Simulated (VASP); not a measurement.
# AsC3N3 (C2) in VASP: a series of runs

AsC3N3 is run at these levels: PBE; tasks: single point.

All numbers are computed with VASP 6.6.1; they aren't measurements. Logs are shortened: lines on timing, memory, paths and dates and some standing lists are left out, and cuts for length are marked.

### Step 1. The cell of the first run

Symmetry: C2, No. 5, monoclinic system. The conventional cell has a = 9.190 Å, b = 6.900 Å, c = 8.920 Å, α = 90.00°, β = 101.20°, γ = 90.00°. As (site symmetry 1) has 3 C at 1.97 to 1.98 Å and 3 N at 2.67 to 2.80 Å within 2.8 Å. C (site symmetry 1) has 1 N at 1.16 Å within 1.6 Å. C (site symmetry 1) has 1 N at 1.16 Å within 1.6 Å. Within 1.6 Å of C (site symmetry 1) lie 1 N at 1.16 Å. N (site symmetry 1) has 1 C at 1.16 Å within 1.6 Å. Within 1.6 Å of N (site symmetry 1) lie 1 C at 1.16 Å. N (site symmetry 1) has 1 C at 1.16 Å within 1.6 Å.

### Step 2. Single point, PBE

The input, INCAR:

```
SYSTEM = AsC3N3
PREC = Accurate
ENCUT = 520
EDIFF = 1E-6
ISMEAR = -1
SIGMA = 0.02
LREAL = .FALSE.
LASPH = .TRUE.
NELM = 100
ALGO = Normal
ISIF = 2
LWAVE = .FALSE.
LCHARG = .FALSE.
GGA = PE
NBANDS = 45
```

The input, KPOINTS:

```
Automatic mesh
0
G
  5 5 3
  0 0 0
```

The input, POSCAR:

```
AsC3N3
1.0
    4.5950000000     -3.4500000000      0.0000000000
    4.5950000000      3.4500000000      0.0000000000
   -1.7325700000      0.0000000000      8.7501200000
As C N
2 6 6
Direct
    0.2951293755      0.2949045224      0.2621687797
    0.7050954776      0.7048706245      0.7378312203
    0.0059121565      0.4318030148      0.3724010734
    0.5681969852      0.9940878435      0.6275989266
    0.2375465944      0.9682105663      0.2490241906
    0.0317894337      0.7624534056      0.7509758094
    0.0866035516      0.3506592043      0.0671012870
    0.6493407957      0.9133964484      0.9328987130
    0.9758287210      0.4006596597      0.9508328635
    0.5993403403      0.0241712790      0.0491671365
    0.2242096248      0.7703131485      0.2486315767
    0.2296868515      0.7757903752      0.7513684233
    0.8496611630      0.5223410708      0.4479787309
    0.4776589292      0.1503388370      0.5520212691
```

Potentials or basis: VASP PAW PBE potentials, release 64 (As, C, N).

Launch:

```bash
> cat potpaw_PBE.64/As/POTCAR potpaw_PBE.64/C/POTCAR potpaw_PBE.64/N/POTCAR > POTCAR
> mpirun -np 1 vasp_std > vasp.out
```

OUTCAR:

```text
SYSTEM = AsC3N3
   PREC = Accurate
   ENCUT = 520
   EDIFF = 1E-6
   ISMEAR = -1
   LREAL = .FALSE.
   LASPH = .TRUE.
   NELM = 100
   ISIF = 2
   GGA = PE

 ion  position               nearest neighbor table
   1  0.295  0.295  0.262-   7 1.97   3 1.97   5 1.98
   2  0.705  0.705  0.738-   8 1.97   4 1.97   6 1.98
   3  0.006  0.432  0.372-  13 1.16   1 1.97
   4  0.568  0.994  0.628-  14 1.16   2 1.97
   5  0.238  0.968  0.249-  11 1.16   1 1.98
   6  0.032  0.762  0.751-  12 1.16   2 1.98
   7  0.087  0.351  0.067-   9 1.16   1 1.97
   8  0.649  0.913  0.933-  10 1.16   2 1.97
   9  0.976  0.401  0.951-   7 1.16
  10  0.599  0.024  0.049-   8 1.16
  11  0.224  0.770  0.249-   5 1.16
  12  0.230  0.776  0.751-   6 1.16
  13  0.850  0.522  0.448-   3 1.16
  14  0.478  0.150  0.552-   4 1.16

  LATTYP: Found a base centered monoclinic cell.
 ALAT       =     9.1900000000
 B/A-ratio  =     0.7508161045
 C/A-ratio  =     0.9706202322
 COS(beta)  =    -0.1942343064

  Lattice vectors:

 A1 = (   4.5950000000,  -3.4500000000,   0.0000000000)
 A2 = (   4.5950000000,   3.4500000000,   0.0000000000)
 A3 = (  -1.7325700000,   0.0000000000,   8.7501200000)

Analysis of symmetry for initial positions (statically):
=====================================================================
 Subroutine PRICEL returns:
 Original cell was already a primitive cell.

 Routine SETGRP: Setting up the symmetry group for a
 base centered monoclinic supercell.

 Subroutine GETGRP returns: Found  2 space group operations
 (whereof  2 operations were pure point group operations)
 out of a pool of  4 trial point group operations.

The static configuration has the point symmetry C_2 .

Analysis of symmetry for dynamics (positions and initial velocities):
=====================================================================
 Subroutine PRICEL returns:
 Original cell was already a primitive cell.

 Routine SETGRP: Setting up the symmetry group for a
 base centered monoclinic supercell.

 Subroutine GETGRP returns: Found  2 space group operations
 (whereof  2 operations were pure point group operations)
 out of a pool of  4 trial point group operations.

The dynamic configuration has the point symmetry C_2 .

 Subroutine INISYM returns: Found  2 space group operations
 (whereof  2 operations are pure point group operations),
 and found     1 'primitive' translations

----------------------------------------------------------------------------------------

                                     Primitive cell

  volume of cell :     277.4269

  direct lattice vectors                    reciprocal lattice vectors
     4.595000000 -3.450000000  0.000000000     0.108813928 -0.144927536  0.021545733
     4.595000000  3.450000000  0.000000000     0.108813928  0.144927536  0.021545733
    -1.732570000  0.000000000  8.750120000     0.000000000  0.000000000  0.114284147

  length of vectors
     5.746000783  5.746000783  8.919999934     0.182506658  0.182506658  0.114284147

  position of ions in fractional coordinates (direct lattice)
     0.295129375  0.294904522  0.262168780
     0.705095478  0.704870625  0.737831220
     0.005912157  0.431803015  0.372401073
     0.568196985  0.994087843  0.627598927
     0.237546594  0.968210566  0.249024191
     0.031789434  0.762453406  0.750975809
     0.086603552  0.350659204  0.067101287
     0.649340796  0.913396448  0.932898713
     0.975828721  0.400659660  0.950832863
     0.599340340  0.024171279  0.049167137
     0.224209625  0.770313149  0.248631577
     0.229686851  0.775790375  0.751368423
     0.849661163  0.522341071  0.447978731
     0.477658929  0.150338837  0.552021269

  ion indices of the primitive-cell ions
   primitive index   ion index
                 1           1
                 2           2
                 3           3
                 4           4
                 5           5
                 6           6
                 7           7
                 8           8
                 9           9
                10          10
                11          11
                12          12
                13          13
                14          14

----------------------------------------------------------------------------------------

 KPOINTS: Automatic mesh

Automatic generation of k-mesh.
 Grid dimensions read from file:
 generate k-points for:    5    5    3

 Generating k-lattice:

  Cartesian coordinates                     Fractional coordinates (reciprocal lattice)
     0.021762786 -0.028985507  0.004309147     0.200000000  0.000000000  0.000000000
     0.021762786  0.028985507  0.004309147     0.000000000  0.200000000  0.000000000
     0.000000000  0.000000000  0.038094716     0.000000000  0.000000000  0.333333333

  Length of vectors
     0.036501332  0.036501332  0.038094716

  Shift w.r.t. Gamma in fractional coordinates (k-lattice)
     0.000000000  0.000000000  0.000000000

 Subroutine IBZKPT returns following result:
 ===========================================

 Found     24 irreducible k-points:

 Following reciprocal coordinates:
            Coordinates               Weight
  0.000000  0.000000  0.000000      1.000000
  0.200000  0.000000 -0.000000      4.000000
  0.400000  0.000000  0.000000      4.000000
  0.200000  0.200000  0.000000      2.000000
  0.400000  0.200000 -0.000000      4.000000
 -0.400000  0.200000  0.000000      4.000000
[... 16 lines left out ...]
 -0.200000 -0.400000  0.333333      4.000000
 -0.200000 -0.200000  0.333333      2.000000
   k-points           NKPTS =     24   k-points in BZ     NKDIM =     24   number of bands    NBANDS=     45
   number of dos      NEDOS =    301   number of ions     NIONS =     14
   total plane-waves  NPLWV = 161280
   dimension x,y,z NGX =    48 NGY =   48 NGZ =   70
   dimension x,y,z NGXF=    96 NGYF=   96 NGZF=  140
   ions per type =               2   6   6
   NGX,Y,Z   is equivalent  to a cutoff of  13.89, 13.89, 13.05 a.u.
   NGXF,Y,Z  is equivalent  to a cutoff of  27.78, 27.78, 26.09 a.u.
 SYSTEM =  AsC3N3
   PREC   = accura    normal or accurate (medium, high low for compatibility)
   ISTART =      0    job   : 0-new  1-cont  2-samecut
   ICHARG =      2    charge: 1-file 2-atom 10-const
   ISPIN  =      1    spin polarized calculation?
   LNONCOLLINEAR =      F non collinear calculations
   LSORBIT =      F    spin-orbit coupling
   LASPH  =      T    aspherical Exc in radial PAW
   ENCUT  =  520.0 eV  38.22 Ry    6.18 a.u.  10.68 10.68 16.59*2*pi/ulx,y,z
   NELM   =    100;   NELMIN=  2; NELMDL= -5     # of ELM steps
   EDIFF  = 0.1E-05   stopping-criterion for ELM
   LREAL  =      F    real-space projection
   EDIFFG = 0.1E-04   stopping-criterion for IOM
   NSW    =      0    number of steps for IOM
   IBRION =     -1    ionic relax: 0-MD 1-quasi-New 2-CG
   NFREE  =      0    steps in history (QN), initial steepest desc. (CG)
   ISIF   =      2    stress and relaxation
   ISYM   =      2    0-nonsym 1-usesym 2-fastsym
   POTIM  = 0.5000    time-step for ionic-motion
   TEBEG  =    0.0;   TEEND  =   0.0 temperature during run
   PSTRESS=    0.0 pullay stress
   NELECT =      64.0000    total number of electrons
   NUPDOWN=      -1.0000    fix difference up-down
   EMIN   =  10.00;   EMAX   =-10.00  energy-range for DOS
   EFERMI =   0.00;   METHOD = LEGACY
   ISMEAR =    -1;   SIGMA  =   0.02  broadening in eV -4-tet -1-fermi 0-gaus
   EFERMI_NEDOS =   21; number of points for ismear=-14 and -15
   IALGO  =     38    algorithm
   IMIX   =      4    mixing-type and parameters
     AMIX     =   0.40;   BMIX     =  1.00
     AMIX_MAG =   1.60;   BMIX_MAG =  1.00
  volume/ion in A,a.u.               =      19.82       133.73
  Fermi-wavevector in a.u.,A,eV,Ry     =   1.004042  1.897365 13.716042  1.008101
  Thomas-Fermi vector in A             =   2.136633
   LORBIT       =      0    0 simple, 1 ext, 2 COOP (PROOUT), +10 PAW based schemes
   GGA     = PE    functional components
   LHFCALC =     F    Hartree Fock is set to
   AEXX    =    0.0000 exact exchange contribution
   IVDW    =     0    specifies the selected vdW correction
   LEPSILON=     F    determine dielectric tensor
   LRPA    =     F    only Hartree local field effects (RPA)
 non-spin polarized calculation
  energy-cutoff  :      520.00
  volume of cell :      277.43
 maximum number of plane-waves:      7483
 NGX is ok and might be reduce to    48
   NGX = 21   NGY = 21   NGZ = 33

 number of electron      64.0000000 magnetization

 Free energy of the ion-electron system (eV)
  ---------------------------------------------------
  ext. energy  EPLUGINS =         0.00000000
  ---------------------------------------------------
  free energy    TOTEN  =      -105.43943187 eV

  energy without entropy =     -105.43943187  energy(sigma->0) =     -105.43943187

 E-fermi :  -2.3378     XC(G=0):  -7.2291

 val. band max:       -2.7340010541   @ k =   0.0000   0.0000   0.0000
 cond. band min:       1.9119801554   @ k =   0.2000   0.2000   0.0000
 fundamental gap:      4.6459812095
 Fermi energy:        -2.3377743011

 k-point     1 :       0.0000    0.0000    0.0000
  band No.  band energies     occupation
      1     -18.6734      2.00000
      2     -18.4971      2.00000
      3     -18.4370      2.00000
      4     -18.3704      2.00000
      5     -18.3420      2.00000
      6     -18.3276      2.00000
[... 36 lines left out ...]
     43       3.6170      0.00000
     44       4.4073      0.00000

 k-point     2 :       0.2000    0.0000   -0.0000
  band No.  band energies     occupation
      1     -18.6490      2.00000
      2     -18.4951      2.00000
      3     -18.4264      2.00000
      4     -18.3887      2.00000
      5     -18.3452      2.00000
      6     -18.3377      2.00000
[... 36 lines left out ...]
     43       3.6020      0.00000
     44       4.4740      0.00000

 k-point     3 :       0.4000    0.0000    0.0000
  band No.  band energies     occupation
      1     -18.5961      2.00000
      2     -18.4939      2.00000
      3     -18.4336      2.00000
      4     -18.3963      2.00000
      5     -18.3640      2.00000
      6     -18.3491      2.00000
[... 36 lines left out ...]
     43       4.0162      0.00000
     44       4.4104      0.00000

 k-point     4 :       0.2000    0.2000    0.0000
  band No.  band energies     occupation
      1     -18.6403      2.00000
      2     -18.4879      2.00000
      3     -18.4277      2.00000
      4     -18.3965      2.00000
      5     -18.3487      2.00000
      6     -18.3327      2.00000
[... 882 lines left out ...]
     43       4.3907      0.00000
     44       4.5915      0.00000

 k-point    23 :      -0.2000   -0.4000    0.3333
  band No.  band energies     occupation
      1     -18.5855      2.00000
      2     -18.4943      2.00000
      3     -18.4306      2.00000
      4     -18.4150      2.00000
      5     -18.3555      2.00000
      6     -18.3432      2.00000
[... 36 lines left out ...]
     43       4.0463      0.00000
     44       4.6035      0.00000

 k-point    24 :      -0.2000   -0.2000    0.3333
  band No.  band energies     occupation
      1     -18.6229      2.00000
      2     -18.5273      2.00000
      3     -18.4123      2.00000
      4     -18.3860      2.00000
      5     -18.3489      2.00000
      6     -18.3368      2.00000
[... 36 lines left out ...]
     43       3.6242      0.00000
     44       4.3443      0.00000
 [bands above 44 left out]

------------------------ aborting loop because EDIFF is reached ----------------------------------------

  FORCE on cell =-STRESS in cart. coord.  units (eV):
  Direction    XX          YY          ZZ          XY          YZ          ZX
  --------------------------------------------------------------------------------------
  -------------------------------------------------------------------------------------
  Total        2.0835141      2.0568238      2.0915564      0.0000000      0.0000000      0.1127735
  in kB       12.0325701     11.8784305     12.0790156      0.0000000      0.0000000      0.6512819
  external PRESSURE =      11.9966721 kB  Pullay stress =       0.0000000 kB

 VOLUME and BASIS-vectors are now :
 -----------------------------------------------------------------------------
  energy-cutoff  :      520.00
  volume of cell :      277.43
      direct lattice vectors                 reciprocal lattice vectors
     4.595000000 -3.450000000  0.000000000     0.108813928 -0.144927536  0.021545733
     4.595000000  3.450000000  0.000000000     0.108813928  0.144927536  0.021545733
    -1.732570000  0.000000000  8.750120000     0.000000000  0.000000000  0.114284147

 POSITION                                       TOTAL-FORCE (eV/Angst)
 -----------------------------------------------------------------------------------
      2.25698     -0.00078      2.29401         0.113037     -0.051427      0.044466
      5.20045     -0.00078      6.45611        -0.113037     -0.051427     -0.044466
      1.36609      1.46932      3.25855         0.130603     -0.273422     -0.229395
      6.09134      1.46932      5.49157        -0.130603     -0.273422      0.229395
      5.10900      2.52079      2.17899         0.324375      0.224927     -0.011994
      2.34843      2.52079      6.57113        -0.324375      0.224927      0.011994
      1.89296      0.91099      0.58714         0.006023     -0.175549      0.318893
      5.56447      0.91099      8.16298        -0.006023     -0.175549     -0.318893
      4.67758     -1.98433      8.31990        -0.023327      0.205693     -0.370940
      2.77985     -1.98433      0.43022         0.023327      0.205693      0.370940
      4.13906      1.88406      2.17556        -0.380690     -0.253816     -0.001540
      3.31837      1.88406      6.57456         0.380690     -0.253816      0.001540
      5.52820     -1.12925      3.91987        -0.161493      0.323594      0.262551
      1.92923     -1.12925      4.83025         0.161493      0.323594     -0.262551
 -----------------------------------------------------------------------------------
    total drift:                                0.000000      0.000692     -0.000000

  FREE ENERGIE OF THE ION-ELECTRON SYSTEM (eV)
  ---------------------------------------------------
  free  energy   TOTEN  =      -105.4394318714 eV

  energy  without entropy=     -105.4394318713  energy(sigma->0) =     -105.43943187
```

It took 3.3 min on 1 thread of Intel Xeon 6975P-C (Granite Rapids), shared host; peak memory 0.54 GiB.

Results:

```yaml
Free_energy: -105.4394 eV
Pressure: 1.2 GPa
Largest_force: 0.458 eV/Å
Band_gap_on_the_k_mesh: 4.65 eV (least direct gap 4.66 eV)
```

Forces on the atoms (eV/Å):
```
As   0.113 -0.051  0.044
As  -0.113 -0.051 -0.044
C    0.131 -0.273 -0.229
C   -0.131 -0.273  0.229
C    0.324  0.225 -0.012
C   -0.324  0.225  0.012
C    0.006 -0.176  0.319
C   -0.006 -0.176 -0.319
N   -0.023  0.206 -0.371
N    0.023  0.206  0.371
N   -0.381 -0.254 -0.002
N    0.381 -0.254  0.002
N   -0.161  0.324  0.263
N    0.161  0.324 -0.263
```

### Step 3. Single point, PBE (z stretched by -3 %, then relaxed in part)

The input, INCAR:

```
SYSTEM = AsC3N3
PREC = Accurate
ENCUT = 520
EDIFF = 1E-6
ISMEAR = -1
SIGMA = 0.02
LREAL = .False.
LASPH = .True.
NELM = 100
ALGO = Normal
ISIF = 2
LWAVE = .False.
LCHARG = .False.
GGA = PE
NBANDS = 45
```

The input, KPOINTS:

```
Automatic mesh
0
Gamma
  5 5 4
  0 0 0
```

The input, POSCAR:

```
AsC3N3
1.0
    4.5950000000     -3.4500000000      0.0000000000
    4.5950000000      3.4500000000      0.0000000000
   -1.7325700000      0.0000000000      8.4876164000
As C N
2 6 6
Direct
    0.2952468783      0.2945267898      0.2641234769
    0.7054732102      0.7047531217      0.7358765231
   -0.0018922994      0.4335958597      0.3698149252
    0.5664041403      1.0018922994      0.6301850748
    0.2377489335      0.9674861750      0.2500289688
    0.0325138250      0.7622510665      0.7499710312
    0.0909825372      0.3432696907      0.0599420733
    0.6567303093      0.9090174628      0.9400579267
    0.9813323561      0.3897136826      0.9391211604
    0.6102863174      0.0186676439      0.0608788396
    0.2231439025      0.7697530721      0.2485792353
    0.2302469279      0.7768560975      0.7514207647
    0.8349680951      0.5271851333      0.4413437729
    0.4728148667      0.1650319049      0.5586562271
```

Potentials or basis: VASP PAW PBE potentials, release 64 (As, C, N).

Launch:

```bash
> cat potpaw_PBE.64/As/POTCAR potpaw_PBE.64/C/POTCAR potpaw_PBE.64/N/POTCAR > POTCAR
> mpirun -np 1 vasp_std > vasp.out
```

Wall time 4.3 min (1 thread of Intel Xeon 6975P-C (Granite Rapids), shared host); peak memory 0.58 GiB.

The run converged. Its results:

```
Free energy            : -105.3977 eV
Pressure               : 1.5 GPa
Largest force          : 0.446 eV/Å
Band gap on the k mesh : 4.55 eV
```

Forces on the atoms (eV/Å):
```
As   0.118 -0.042  0.031
As  -0.118 -0.042 -0.031
C    0.119 -0.281 -0.219
C   -0.119 -0.281  0.219
C    0.313  0.223  0.004
C   -0.313  0.223 -0.004
C    0.018 -0.188  0.350
C   -0.018 -0.188 -0.350
N   -0.030  0.204 -0.378
N    0.030  0.204  0.378
N   -0.374 -0.243 -0.007
N    0.374 -0.243  0.007
N   -0.151  0.327  0.231
N    0.151  0.327 -0.231
```

Stress tensor (GPa, compression positive):
```
 1.33  0.00 -0.06
 0.00  1.45  0.00
-0.06  0.00  1.71
```

Levels at points of the mesh, in eV from the valence-band top:
```csv
k point,band 30,band 31,band 32,band 33,band 34,band 35
"(0.00, 0.00, 0.00)",-1.20,-0.39,0.00,4.55,4.69,4.73
"(0.00, 0.00, 0.50)",-1.22,-0.33,-0.20,4.65,4.76,4.92
```

Caveat: the cell differs from its parent crystal (z stretched by -3 %, then relaxed in part).
